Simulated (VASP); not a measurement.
# Be in VASP: notebook

Be is run at these levels: PBE; tasks: single point, relaxation of cell and atoms.

Program: VASP 6.6.1. These are calculated values, not measurements. Logs are shortened: lines on timing, memory, paths and dates and some standing lists are left out, and cuts for length are marked.

### Step 1. The cell of the first run

It takes space group Immm (No. 71, orthorhombic). The conventional cell has a = 2.227 Å, b = 2.282 Å, c = 3.118 Å, α = 90.00°, β = 90.00°, γ = 90.00°. Within 2.9 Å of Be (site symmetry mmm) lie 12 Be at 2.23 to 2.28 Å.

### Step 2. Single point, PBE

Input file INCAR:

```
ALGO     = Normal         # electronic algorithm
EDIFF    = 1E-6           # SCF threshold, eV
ENCUT    = 520            # plane-wave cutoff, eV
GGA      = PE             # functional
ISIF     = 2              # what is computed and relaxed
ISMEAR   = 0              # smearing method
LASPH    = T              # aspherical terms in the spheres
LCHARG   = F              # write CHGCAR
LREAL    = F              # projectors in reciprocal space
LWAVE    = F              # write WAVECAR
NBANDS   = 9              # bands
NELM     = 60             # most SCF steps
PREC     = Accurate       # precision mode
SIGMA    = 0.1            # smearing width, eV
```

Input file KPOINTS:

```
k-points
0
Gamma
  8 6 6
```

Input file POSCAR:

```
Be
1.0
    2.2268937279      0.0000000000      0.0320898573
    0.0000000000      2.2821521525      0.0000000000
   -0.0451498463      0.0000000000      3.1179835670
Be
2
Direct
    0.2500072167      0.7500000000      0.7500010403
    0.7499927833      0.2500000000      0.2499989597
```

Potentials or basis: VASP PAW PBE potentials, release 64 (Be).

Command:

```sh
> cat potpaw_PBE.64/Be/POTCAR > POTCAR
> mpirun -np 1 vasp_std > vasp.out
```

OUTCAR:

```text
EDIFF = 1E-6
   ENCUT = 520
   GGA = PE
   ISIF = 2
   ISMEAR = 0
   LASPH = T
   LREAL = F
   NELM = 60
   PREC = Accurate

 ion  position               nearest neighbor table
   1  0.250  0.750  0.750-   2 2.23   2 2.23   2 2.23   2 2.23   2 2.23   2 2.23   2 2.23   2 2.23

   2  0.750  0.250  0.250-   1 2.23   1 2.23   1 2.23   1 2.23   1 2.23   1 2.23   1 2.23   1 2.23

  LATTYP: Found a simple monoclinic cell.
 ALAT       =     2.2271249256
 B/A-ratio  =     1.0247077415
 C/A-ratio  =     1.4001506648
 COS(beta)  =    -0.0000703054

  Lattice vectors:

 A1 = (   2.2268937279,   0.0000000000,   0.0320898573)
 A2 = (   0.0000000000,   2.2821521525,   0.0000000000)
 A3 = (  -0.0451498463,   0.0000000000,   3.1179835670)

Analysis of symmetry for initial positions (statically):
=====================================================================
 Subroutine PRICEL returns:
 Original cell was already a primitive cell.

 Routine SETGRP: Setting up the symmetry group for a
 simple monoclinic supercell.

 Subroutine GETGRP returns: Found  4 space group operations
 (whereof  2 operations were pure point group operations)
 out of a pool of  4 trial point group operations.

The static configuration has the point symmetry S_2 .
 The point group associated with its full space group is C_2h.

Analysis of symmetry for dynamics (positions and initial velocities):
=====================================================================
 Subroutine PRICEL returns:
 Original cell was already a primitive cell.

 Routine SETGRP: Setting up the symmetry group for a
 simple monoclinic supercell.

 Subroutine GETGRP returns: Found  4 space group operations
 (whereof  2 operations were pure point group operations)
 out of a pool of  4 trial point group operations.

The dynamic configuration has the point symmetry S_2 .
 The point group associated with its full space group is C_2h.

 Subroutine INISYM returns: Found  4 space group operations
 (whereof  2 operations are pure point group operations),
 and found     1 'primitive' translations

----------------------------------------------------------------------------------------

                                     Primitive cell

  volume of cell :      15.8492

  direct lattice vectors                    reciprocal lattice vectors
     2.226893728  0.000000000  0.032089857     0.448962322  0.000000000  0.006501182
     0.000000000  2.282152153  0.000000000     0.000000000  0.438182879  0.000000000
    -0.045149846  0.000000000  3.117983567    -0.004620658  0.000000000  0.320653190

  length of vectors
     2.227124926  2.282152153  3.118310445     0.449009389  0.438182879  0.320686481

  position of ions in fractional coordinates (direct lattice)
     0.250007217  0.750000000  0.750001040
     0.749992783  0.250000000  0.249998960

  ion indices of the primitive-cell ions
   primitive index   ion index
                 1           1
                 2           2

----------------------------------------------------------------------------------------

 KPOINTS: k-points

Automatic generation of k-mesh.
 Grid dimensions read from file:
 generate k-points for:    8    6    6

 Generating k-lattice:

  Cartesian coordinates                     Fractional coordinates (reciprocal lattice)
     0.056120290  0.000000000  0.000812648     0.125000000  0.000000000  0.000000000
     0.000000000  0.073030480  0.000000000     0.000000000  0.166666667  0.000000000
    -0.000770110  0.000000000  0.053442198     0.000000000  0.000000000  0.166666667

  Length of vectors
     0.056126174  0.073030480  0.053447747

  Shift w.r.t. Gamma in fractional coordinates (k-lattice)
     0.000000000  0.000000000  0.000000000

 Subroutine IBZKPT returns following result:
 ===========================================

 Found    104 irreducible k-points:

 Following reciprocal coordinates:
            Coordinates               Weight
  0.000000  0.000000  0.000000      1.000000
  0.125000  0.000000 -0.000000      2.000000
  0.250000  0.000000 -0.000000      2.000000
  0.375000  0.000000  0.000000      2.000000
  0.500000  0.000000 -0.000000      1.000000
  0.000000  0.166667  0.000000      2.000000
[... 16 lines left out ...]
  0.250000  0.000000  0.166667      2.000000
  0.375000  0.000000  0.166667      2.000000
 [... further k-points ...]
   k-points           NKPTS =    104   k-points in BZ     NKDIM =    104   number of bands    NBANDS=      9
   number of dos      NEDOS =    301   number of ions     NIONS =      2
   total plane-waves  NPLWV =   7776
   dimension x,y,z NGX =    18 NGY =   18 NGZ =   24
   dimension x,y,z NGXF=    36 NGYF=   36 NGZF=   48
   ions per type =               2
   NGX,Y,Z   is equivalent  to a cutoff of  13.44, 13.11, 12.80 a.u.
   NGXF,Y,Z  is equivalent  to a cutoff of  26.87, 26.22, 25.59 a.u.
 SYSTEM =  unknown system
   PREC   = accura    normal or accurate (medium, high low for compatibility)
   ISTART =      0    job   : 0-new  1-cont  2-samecut
   ICHARG =      2    charge: 1-file 2-atom 10-const
   ISPIN  =      1    spin polarized calculation?
   LNONCOLLINEAR =      F non collinear calculations
   LSORBIT =      F    spin-orbit coupling
   LASPH  =      T    aspherical Exc in radial PAW
   ENCUT  =  520.0 eV  38.22 Ry    6.18 a.u.   4.14  4.24  5.80*2*pi/ulx,y,z
   NELM   =     60;   NELMIN=  2; NELMDL= -5     # of ELM steps
   EDIFF  = 0.1E-05   stopping-criterion for ELM
   LREAL  =      F    real-space projection
   EDIFFG = 0.1E-04   stopping-criterion for IOM
   NSW    =      0    number of steps for IOM
   IBRION =     -1    ionic relax: 0-MD 1-quasi-New 2-CG
   NFREE  =      0    steps in history (QN), initial steepest desc. (CG)
   ISIF   =      2    stress and relaxation
   ISYM   =      2    0-nonsym 1-usesym 2-fastsym
   POTIM  = 0.5000    time-step for ionic-motion
   TEBEG  =    0.0;   TEEND  =   0.0 temperature during run
   PSTRESS=    0.0 pullay stress
   NELECT =       4.0000    total number of electrons
   NUPDOWN=      -1.0000    fix difference up-down
   EMIN   =  10.00;   EMAX   =-10.00  energy-range for DOS
   EFERMI =   0.00;   METHOD = LEGACY
   ISMEAR =     0;   SIGMA  =   0.10  broadening in eV -4-tet -1-fermi 0-gaus
   EFERMI_NEDOS =   21; number of points for ismear=-14 and -15
   IALGO  =     38    algorithm
   IMIX   =      4    mixing-type and parameters
     AMIX     =   0.40;   BMIX     =  1.00
     AMIX_MAG =   1.60;   BMIX_MAG =  1.00
  volume/ion in A,a.u.               =       7.92        53.48
  Fermi-wavevector in a.u.,A,eV,Ry     =   1.034567  1.955048 14.562711  1.070329
  Thomas-Fermi vector in A             =   2.168869
   LORBIT       =      0    0 simple, 1 ext, 2 COOP (PROOUT), +10 PAW based schemes
   GGA     = PE    functional components
   LHFCALC =     F    Hartree Fock is set to
   AEXX    =    0.0000 exact exchange contribution
   IVDW    =     0    specifies the selected vdW correction
   LEPSILON=     F    determine dielectric tensor
   LRPA    =     F    only Hartree local field effects (RPA)
 non-spin polarized calculation
 Gauss-broadening in eV      SIGMA  =   0.10
  energy-cutoff  :      520.00
  volume of cell :       15.85
 maximum number of plane-waves:       444
 NGX is ok and might be reduce to    18

 number of electron       4.0000000 magnetization

 Free energy of the ion-electron system (eV)
  ---------------------------------------------------
  ext. energy  EPLUGINS =         0.00000000
  ---------------------------------------------------
  free energy    TOTEN  =        -7.38076629 eV

  energy without entropy =       -7.38022739  energy(sigma->0) =       -7.38049684

 E-fermi :   7.5304     XC(G=0): -10.6024

 val. band max:        7.4225046059   @ k =   0.1250   0.5000   0.5000
 cond. band min:       7.6642223730   @ k =   0.3750   0.3333   0.3333
 fundamental gap:      0.2417177671
 Fermi energy:         7.5304279826

 k-point     1 :       0.0000    0.0000    0.0000
  band No.  band energies     occupation
      1      -4.3362      2.00000
      2       5.1776      2.00000
      3      11.7339      0.00000
      4      16.0322      0.00000
      5      17.2137      0.00000
      6      22.2019      0.00000
      7      26.4425      0.00000
      8      26.7840      0.00000
      9      27.2699      0.00000

 k-point     2 :       0.1250    0.0000   -0.0000
  band No.  band energies     occupation
      1      -3.9884      2.00000
      2       5.6359      2.00000
      3      11.1694      0.00000
      4      14.8618      0.00000
      5      16.4551      0.00000
      6      25.0598      0.00000
      7      25.0931      0.00000
      8      25.5783      0.00000
      9      26.5003      0.00000

 k-point     3 :       0.2500    0.0000   -0.0000
  band No.  band energies     occupation
      1      -2.9433      2.00000
      2       7.0073      2.00000
      3       8.0739      0.00000
      4      14.4643      0.00000
      5      17.7059      0.00000
      6      20.8929      0.00000
      7      22.6563      0.00000
      8      26.2803      0.00000
      9      27.0551      0.00000

 k-point     4 :       0.3750    0.0000    0.0000
  band No.  band energies     occupation
      1      -1.1963      2.00000
      2       4.3941      2.00000
      3       9.2804      0.00000
      4      15.7320      0.00000
      5      16.3734      0.00000
      6      19.7135      0.00000
      7      19.9329      0.00000
      8      24.8251      0.00000
      9      28.1289      0.00000
[... 205 lines left out ...]
 k-point    22 :       0.1250    0.0000    0.1667
  band No.  band energies     occupation
      1      -3.6728      2.00000
      2       3.7865      2.00000
      3      13.2014      0.00000
      4      15.8373      0.00000
      5      16.8437      0.00000
      6      22.9074      0.00000
      7      25.0324      0.00000
      8      25.3693      0.00000
      9      26.2986      0.00000

 k-point    23 :       0.2500    0.0000    0.1667
  band No.  band energies     occupation
      1      -2.6318      2.00000
      2       4.7233      2.00000
      3       9.5522      0.00000
      4      16.3659      0.00000
      5      18.0805      0.00000
      6      18.4971      0.00000
      7      24.3729      0.00000
      8      25.3168      0.00000
      9      27.1184      0.00000

 k-point    24 :       0.3750    0.0000    0.1667
  band No.  band energies     occupation
      1      -0.9039      2.00000
      2       4.1685      2.00000
      3       8.3710      0.00000
      4      14.3223      0.00000
      5      17.8311      0.00000
      6      20.0489      0.00000
      7      21.9800      0.00000
      8      24.6292      0.00000
      9      28.1243      0.00000

 [... further k-points ...]

------------------------ aborting loop because EDIFF is reached ----------------------------------------

  FORCE on cell =-STRESS in cart. coord.  units (eV):
  Direction    XX          YY          ZZ          XY          YZ          ZX
  --------------------------------------------------------------------------------------
  -------------------------------------------------------------------------------------
  Total        0.0207382      0.0330983      0.0105284      0.0000000      0.0000000      0.0015602
  in kB        2.0963919      3.3458571      1.0643001      0.0000000      0.0000000      0.1577179
  external PRESSURE =       2.1688497 kB  Pullay stress =       0.0000000 kB

 VOLUME and BASIS-vectors are now :
 -----------------------------------------------------------------------------
  energy-cutoff  :      520.00
  volume of cell :       15.85
      direct lattice vectors                 reciprocal lattice vectors
     2.226893728  0.000000000  0.032089857     0.448962322  0.000000000  0.006501182
     0.000000000  2.282152153  0.000000000     0.000000000  0.438182879  0.000000000
    -0.045149846  0.000000000  3.117983567    -0.004620658  0.000000000  0.320653190

 POSITION                                       TOTAL-FORCE (eV/Angst)
 -----------------------------------------------------------------------------------
      0.52288      1.71161      2.34651        -0.000186      0.000000     -0.000039
      1.65887      0.57054      0.80356         0.000186     -0.000000      0.000039
 -----------------------------------------------------------------------------------
    total drift:                               -0.000000      0.000000      0.000000

  FREE ENERGIE OF THE ION-ELECTRON SYSTEM (eV)
  ---------------------------------------------------
  free  energy   TOTEN  =        -7.3807662857 eV

  energy  without entropy=       -7.3802273926  energy(sigma->0) =       -7.38049684
```

Wall time 5.1 s (1 thread of AMD EPYC 9R45 (Zen 5), shared host); peak memory 0.09 GiB.

Results:

```yaml
Free_energy: -7.3808 eV
Pressure: 0.2 GPa
Band_gap_on_the_k_mesh: zero (bands 2 and 3 overlap by 0.98 eV)
```

Caveat: the k points lie up to 0.46 Å⁻¹ apart, too coarse for converged energies and pressures of a metal.

### Step 3. Single point, PBE

This run uses another cell than the first one: it holds 1 atom, not 2.

Input file INCAR:

```
SYSTEM = Be
ALGO     = Fast           ! electronic algorithm
EDIFF    = 1E-7           ! SCF threshold, eV
ENCUT    = 520            ! plane-wave cutoff, eV
GGA      = PE             ! functional
ISIF     = 2              ! what is computed and relaxed
ISMEAR   = 0              ! smearing method
LASPH    = .True.         ! aspherical terms in the spheres
LCHARG   = .True.         ! write CHGCAR
LELF     = .True.         ! ELF
LREAL    = .False.        ! projectors in reciprocal space
LVHAR    = .True.       
LWAVE    = .False.        ! write WAVECAR
NBANDS   = 7              ! bands
NELM     = 80             ! most SCF steps
PREC     = Accurate       ! precision mode
SIGMA    = 0.1            ! smearing width, eV
```

Input file KPOINTS:

```
k-points
0
Gamma
  34 34 34
  0 0 0
```

Input file POSCAR:

```
Be
1.0
   -1.1164518864      1.1164870648      1.5783430178
    1.1164518864     -1.1164870648      1.5783430178
    1.1164518864      1.1164870648     -1.5783430178
Be
1
Direct
    0.5000000000      0.0000000000      0.5000000000
```

Potentials or basis: VASP PAW PBE potentials, release 64 (Be).

Command:

```sh
> cat potpaw_PBE.64/Be/POTCAR > POTCAR
> mpirun -np 1 vasp_std > vasp.out
```

Wall time 3.1 min (1 thread of AMD EPYC 9R45 (Zen 5), shared host); peak memory 0.34 GiB.

Results (log left out):

| Item | Value |
| --- | --- |
| Free energy | -3.6860 eV |
| Pressure | 0.1 GPa |
| Band gap on the k mesh | zero (bands 1 and 2 overlap by 0.84 eV) |

Levels at points of the mesh, in eV from the Fermi level:
| k point | band 1 | band 2 | band 3 | band 4 | band 5 | band 6 |
| --- | --- | --- | --- | --- | --- | --- |
| (0.00, 0.00, 0.00) | -11.92 | 19.41 | 19.41 | 19.41 | 29.08 | 29.09 |
| (0.50, 0.00, 0.00) | -5.33 | -0.02 | 16.47 | 16.48 | 26.22 | 26.23 |
| (0.00, 0.50, 0.00) | -5.33 | -0.02 | 16.47 | 16.48 | 26.22 | 26.23 |
| (0.50, 0.50, 0.00) | -2.71 | 3.80 | 9.50 | 9.51 | 15.14 | 22.74 |
| (0.50, 0.50, 0.50) | -2.70 | 3.81 | 9.49 | 9.49 | 15.14 | 22.73 |

### Step 4. Relaxation of cell and atoms, PBE

This run uses another cell than the first one: it holds 1 atom, not 2.

Input file INCAR:

```
PREC     = Accurate       # precision mode
ENCUT    = 600            # plane-wave cutoff, eV
EDIFF    = 1E-7           # SCF threshold, eV
ISMEAR   = 0              # smearing method
SIGMA    = 0.1            # smearing width, eV
LREAL    = F              # projectors in reciprocal space
LASPH    = T              # aspherical terms in the spheres
NELM     = 80             # most SCF steps
ALGO     = Fast           # electronic algorithm
ISIF     = 3              # what is computed and relaxed
LWAVE    = F              # write WAVECAR
LCHARG   = F              # write CHGCAR
GGA      = PE             # functional
IBRION   = 2              # ionic algorithm
NSW      = 100            # ionic steps
EDIFFG   = -0.01          # ionic threshold
```

Input file KPOINTS:

```
Automatic mesh
0
Gamma
  34 34 34
```

Input file POSCAR:

```
Be
1.0
   -1.1135624628      1.1410760762      1.5591552226
    1.1135624628     -1.1410760762      1.5591552226
    1.1135624628      1.1410760762     -1.5591552226
Be
1
Direct
    0.5000000000      0.0000000000      0.5000000000
```

Command:

```sh
> cat potpaw_PBE.64/Be/POTCAR > POTCAR
> mpirun -np 1 vasp_std > vasp.out
```

Run time: 6.5 min. Hardware: 1 thread of AMD EPYC 9R45 (Zen 5), shared host; peak memory 0.39 GiB.

Results (log left out):

```
Free energy                           : -3.6861 eV
Relaxed volume                        : 7.88 Å³/atom
Relaxed cell                          : a = 2.234 Å, b = 2.234 Å, c = 2.234 Å, α = 120.00°, β = 119.99°, γ = 90.01°
Space group after relaxing (to 0.1 Å) : Fm-3m (No. 225)
Energy gained by relaxing             : 2.9 meV/atom
Ionic steps                           : 8
Pressure after relaxing               : -0.1 GPa
Band gap on the k mesh                : zero (bands 1 and 2 overlap by 0.84 eV)
```

Step by step:
| step | energy change (eV) | largest force (eV/Å) | pressure (GPa) | volume (Å³) |
| --- | --- | --- | --- | --- |
| 1 | 0.0000 | 0.0000 | -0.39 | 7.92 |
| 2 | -0.0024 | 0.0000 | -0.29 | 7.90 |
| 3 | -0.0027 | 0.0000 | -0.15 | 7.89 |
| 4 | -0.0027 | 0.0000 | -0.13 | 7.89 |
| 5 | -0.0028 | 0.0000 | 0.00 | 7.88 |
| 6 | -0.0029 | 0.0000 | 0.26 | 7.86 |
| 7 | -0.0029 | 0.0000 | 0.29 | 7.86 |
| 8 | -0.0029 | 0.0000 | -0.05 | 7.88 |

Final structure:
```
Be
1.0
    -1.11684    1.11717    1.57945
     1.11684   -1.11717    1.57945
     1.11684    1.11717   -1.57945
Be
1
Cartesian
  0.0000 1.1172 0.0000
```

Levels at points of the mesh, in eV from the Fermi level:
```csv
k point,band 1,band 2,band 3,band 4,band 5
"(0.00, 0.00, 0.00)",-11.90,19.38,19.39,19.39,29.05
"(0.50, 0.00, 0.00)",-5.32,-0.03,16.46,16.46,26.21
"(0.00, 0.50, 0.00)",-5.32,-0.03,16.45,16.45,26.19
"(0.50, 0.50, 0.00)",-2.70,3.80,9.49,9.49,15.13
"(0.50, 0.50, 0.50)",-2.70,3.80,9.48,9.49,15.13
```

### Step 5. Overview

```tsv
task	cell	k mesh	cutoff (eV)	gap on the mesh (eV)	pressure (GPa)
single point	a = 2.227, b = 2.282, c = 3.118 Å, 2 atoms, atomic positions A	8 × 6 × 6	520	none	0.2
single point	a = 2.233 Å, angles 120.0, 120.0, 90.0°, 1 atom, atomic positions B	34 × 34 × 34	520	none	0.1
relaxation of cell and atoms	relaxed from a = 2.230 Å, angles 120.1, 118.4, 91.3°, 1 atom, atomic positions B	34 × 34 × 34	600	none	-0.1
```

Alike in all rows: level PBE; potentials or basis VASP PAW PBE potentials, release 64 (Be); no spin polarisation; smearing gaussian 0.1 eV.

Caveats: some runs use coarse meshes.

Total energies depend on the potentials used, so only differences within one code and one set of settings carry meaning.

The gap in the log of VASP goes by the Fermi energy; the results here count the filled bands.